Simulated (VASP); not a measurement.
# H: relaxation of cell and atoms with PBEsol

The system is H.

```
H
1.0
     6.04589    0.00000    0.00000
     0.00000   11.59475    0.00000
     0.00000    0.00000    4.51339
H
16
Cartesian
  3.4213 8.6961 1.9459
  0.3984 8.6961 0.3108
  2.6246 2.8987 2.5675
  5.6475 2.8987 4.2026
  3.7941 8.6961 2.6075
  0.7711 8.6961 4.1626
  2.2518 2.8987 1.9059
  5.2747 2.8987 0.3508
  2.7186 11.5418 0.2210
  5.7416 5.8504 2.0356
  3.3273 5.7444 4.2923
  0.3043 0.0530 2.4777
  3.3273 0.0530 4.2923
  0.3043 5.7444 2.4777
  2.7186 5.8504 0.2210
  5.7416 11.5418 2.0356
```

| Item | Value |
| --- | --- |
| Program | VASP 6.6.1 |
| Task | relaxation of cell and atoms |
| Functional | PBEsol |
| Potentials or basis | VASP PAW PBE potentials, release 64 (H) |
| Cutoff | 600 eV |
| k mesh | 4 × 2 × 6 |
| Occupations | gaussian, width 0.02 eV |
| Spin | no spin polarisation |
| Dipole correction | no |
| Further INCAR settings | LREAL = Auto; ALGO = Normal; EDIFF = 1e-06; IBRION = 2; EDIFFG = -0.01; NSW = 100; ISIF = 3 |

```json
{"Relaxed volume": "13.76 Å³/atom", "Relaxed cell": "a = 5.171 Å, b = 10.437 Å, c = 4.080 Å, α = 90.00°, β = 90.00°, γ = 90.00°", "Space group after relaxing (to 0.1 Å)": "Pnma (No. 62)", "Energy gained by relaxing": "1.8 meV/atom", "Ionic steps": "20", "Pressure after relaxing": "0.0 GPa", "Largest force after relaxing": "0.009 eV/Å", "Band gap on the k mesh": "8.83 eV (least direct gap 9.25 eV)"}
```

Forces in eV/Å, atoms in the order of the input:
```
H   -0.005  0.000 -0.002
H   -0.005  0.000  0.002
H    0.005  0.000  0.002
H    0.005  0.000 -0.002
H    0.003  0.000 -0.002
H    0.003  0.000  0.002
H   -0.003  0.000  0.002
H   -0.003  0.000 -0.002
H   -0.006 -0.002  0.006
H   -0.006  0.002 -0.006
H    0.006 -0.002 -0.006
H    0.006  0.002  0.006
H    0.006  0.002 -0.006
H    0.006 -0.002  0.006
H   -0.006  0.002  0.006
H   -0.006 -0.002 -0.006
```

The path:
```tsv
step	energy change (eV)	largest force (eV/Å)	pressure (GPa)	volume (Å³)
1	0.0000	0.0259	-0.10	316.39
2	0.0002	0.0756	-0.01	315.82
3	-0.0002	0.0153	-0.06	316.16
4	-0.0004	0.0157	-0.06	315.65
5	-0.0012	0.0171	-0.07	314.12
6	-0.0027	0.0199	-0.07	311.07
7	-0.0056	0.0262	-0.07	305.03
8	-0.0107	0.0508	-0.07	293.19
9	-0.0187	0.0911	-0.05	270.41
10	-0.0251	0.2278	0.09	228.39
11	-0.0252	0.2230	0.09	228.21
12	-0.0257	0.2086	0.08	227.66
13	-0.0264	0.1799	0.07	226.56
14	-0.0276	0.1237	0.04	224.37
15	-0.0286	0.0508	-0.01	220.04
16	-0.0286	0.0488	-0.02	219.68
17	-0.0286	0.0402	-0.01	219.77
18	-0.0287	0.0141	0.01	220.03
19	-0.0287	0.0142	0.02	220.17
20	-0.0287	0.0093	0.02	220.19
```

Final structure:
```
H
1.0
     5.17113    0.00000    0.00000
     0.00000   10.43679    0.00000
     0.00000    0.00000    4.07986
H
16
Cartesian
  2.8975 7.8276 1.7199
  0.3119 7.8276 0.3200
  2.2736 2.6092 2.3599
  4.8592 2.6092 3.7598
  3.2787 7.8276 2.3764
  0.6931 7.8276 3.7434
  1.8925 2.6092 1.7035
  4.4780 2.6092 0.3364
  2.3028 10.3743 0.2452
  4.8883 5.2809 1.7947
  2.8684 5.1559 3.8346
  0.2828 0.0625 2.2852
  2.8684 0.0625 3.8346
  0.2828 5.1559 2.2852
  2.3028 5.2809 0.2452
  4.8883 10.3743 1.7947
```

Levels at points of the mesh, in eV from the valence-band top:
```
           k point  band 6  band 7  band 8  band 9  band 10  band 11
(0.00, 0.00, 0.00)   -0.17   -0.15    0.00    9.45    10.19    10.22
(0.50, 0.00, 0.00)   -0.73   -0.23   -0.23   10.54    10.54    10.62
(0.00, 0.50, 0.00)   -0.28   -0.05   -0.05    9.71     9.71    10.56
(0.50, 0.50, 0.00)   -0.38   -0.38   -0.38   10.60    10.60    10.60
(0.00, 0.00, 0.50)   -0.60   -0.31   -0.31    9.75     9.75    10.14
(0.50, 0.00, 0.50)   -0.58   -0.42   -0.42    8.83     8.83     9.13
(0.00, 0.50, 0.50)   -0.40   -0.38   -0.38    9.90     9.90    10.03
(0.50, 0.50, 0.50)   -0.47   -0.47   -0.47    9.05     9.05     9.05
```

It took 21 min on 1 thread of AMD EPYC 7R13 Processor (Zen 3), on a shared host, peak memory 0.42 GiB.

Caveat: the volume moved by over 15 % at a fixed basis, so the end points are rough; this functional lacks dispersion, which holds the molecules together, so the pressure and a relaxed volume are unreliable; the PAW data sets were made with another functional, which shifts forces and pressure a little. A k mesh can miss the band edges.
